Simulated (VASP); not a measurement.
Input of a VASP 6.6.1 run:

File INCAR:

```
SYSTEM = Mg3ZrN
ALGO     = Normal         ! electronic algorithm
EDIFF    = 1E-6           ! SCF threshold, eV
EDIFFG   = -0.04          ! ionic threshold
ENCUT    = 600            ! plane-wave cutoff, eV
GGA      = PE             ! functional
IBRION   = 2              ! ionic algorithm
ISIF     = 3              ! what is computed and relaxed
ISMEAR   = 0              ! smearing method
LASPH    = .True.         ! aspherical terms in the spheres
LCHARG   = .False.        ! write CHGCAR
LREAL    = .False.        ! projectors in reciprocal space
LWAVE    = .False.        ! write WAVECAR
NELM     = 80             ! most SCF steps
NSW      = 90             ! ionic steps
PREC     = Accurate       ! precision mode
SIGMA    = 0.1            ! smearing width, eV
```

File KPOINTS:

```
k-points
0
Gamma
  4 4 6
  0 0 0
```

The input POSCAR:

```
Mg3ZrN
1.0
    5.3738066500      0.0000000000      0.0000000000
    0.0000000000      5.3738066500      0.0000000000
    0.0000000000      0.0000000000      3.1925723900
Mg Zr N
3 1 1
Direct
    0.0000000000      0.5000000000      0.0000000000
    0.5000000000      0.0000000000      0.0000000000
    0.5000000000      0.5000000000      0.0000000000
    0.0000000000      0.0000000000      0.5000000000
    0.5000000000      0.5000000000      0.5000000000
```

Potentials or basis: VASP PAW PBE potentials, release 64 (Mg, Zr_sv, N).

Command:

```bash
$ cat potpaw_PBE.64/Mg/POTCAR potpaw_PBE.64/Zr_sv/POTCAR potpaw_PBE.64/N/POTCAR > POTCAR
$ mpirun -np 1 vasp_std > vasp.out
```

Q: What does it give for the relaxed cell?

A: a = 5.363 Å, b = 5.363 Å, c = 3.707 Å, α = 90.00°, β = 90.00°, γ = 90.00°.

Q: Estimate the relaxed volume.

A: 21.32 Å³/atom.

Q: Estimate the space group after relaxing (to 0.05 Å).

A: P4/mmm (No. 123).

Final structure:
```
Mg Zr N
1.0
     5.36305    0.00000    0.00000
     0.00000    5.36305    0.00000
     0.00000    0.00000    3.70660
Mg Zr N
3 1 1
Direct
  0.00000 0.50000 0.00000
  0.50000 0.00000 0.00000
  0.50000 0.50000 0.00000
  0.00000 0.00000 0.50000
  0.50000 0.50000 0.50000
```

Caveat: the volume moved by over 15 % at a fixed basis, so the end points are rough.
